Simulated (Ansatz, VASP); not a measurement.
# WS2: VASP beside Ansatz

INCAR

```
SYSTEM = WS2
ALGO = Normal ; EDIFF = 1E-6
ENCUT = 520 ; GGA = PS
ISIF = 2 ; ISMEAR = 0
IVDW = 12 ; LASPH = .TRUE.
LCHARG = .FALSE. ; LREAL = .FALSE.
LWAVE = .FALSE. ; NBANDS = 20
NELM = 100 ; PREC = Accurate
SIGMA = 0.05
```

File KPOINTS:

```
k-points
0
G
  12 12 12
  0 0 0
```

File POSCAR:

```
WS2
1.0
    1.5135000000      0.8738196324      5.4219666667
   -1.5135000000      0.8738196324      5.4219666667
    0.0000000000     -1.7476392648      5.4219666667
W S
1 2
Direct
    0.9993605138      0.9993605138      0.9993605138
    0.7554704513      0.7554704513      0.7554704513
    0.5764690349      0.5764690349      0.5764690349
```

Input for Ansatz:

```yaml
crystal:
  lattice:
    - [1.5135, 0.8738196324, 5.4219666667]
    - [-1.5135, 0.8738196324, 5.4219666667]
    - [0.0, -1.7476392648, 5.4219666667]
  atoms:
    - { symbol: W, position: [0.9993605138, 0.9993605138, 0.9993605138] }
    - { symbol: S, position: [0.7554704513, 0.7554704513, 0.7554704513] }
    - { symbol: S, position: [0.5764690349, 0.5764690349, 0.5764690349] }
basis:
  ecutwfc: 420
kpoints:
  mp_grid: { grid: [12, 12, 12] }
hamiltonian:
  xc: pbesol
  pseudopotentials: { kind: paw, azcp: { folder: soft_1 } }
  dispersion: d3bj
scf:
  occupations: { method: gaussian, width: 0.05 }
output:
  forces: true
  stress: true
  eigenvalues: true
```

Alike in both runs: task single point; functional PBEsol; dispersion D3(BJ); k mesh 12 × 12 × 12; occupations gaussian, width 0.05 eV; no spin polarisation.

|  | VASP | Ansatz |
| --- | --- | --- |
| version | VASP 6.6.1 | Ansatz 0.2.0 |
| potentials or method | VASP PAW PBE potentials, release 64 (W_sv, S), cutoff 520 eV | scalar-relativistic, plane waves, PAW |
| valence electrons in the cell | 26 | 26 |

VASP gave:

| Item | Value |
| --- | --- |
| gap on the k mesh at the Fermi level (eV) | 0.28 |
| least direct gap on the mesh (eV) | 1.71 |
| rms of the force components (eV/Å) | 1.682 |

Q: Which values does Ansatz return?

A: gap on the k mesh at the Fermi level (eV): 0.24; least direct gap on the mesh (eV): 1.68; rms of the force components (eV/Å): 1.676.

VASP's potentials were made for PBE, not for PBEsol, and Ansatz warns of the same on its side. Atom by atom the forces differ by 0.006 eV/Å (rms over components).

Neither program's run includes spin-orbit coupling.
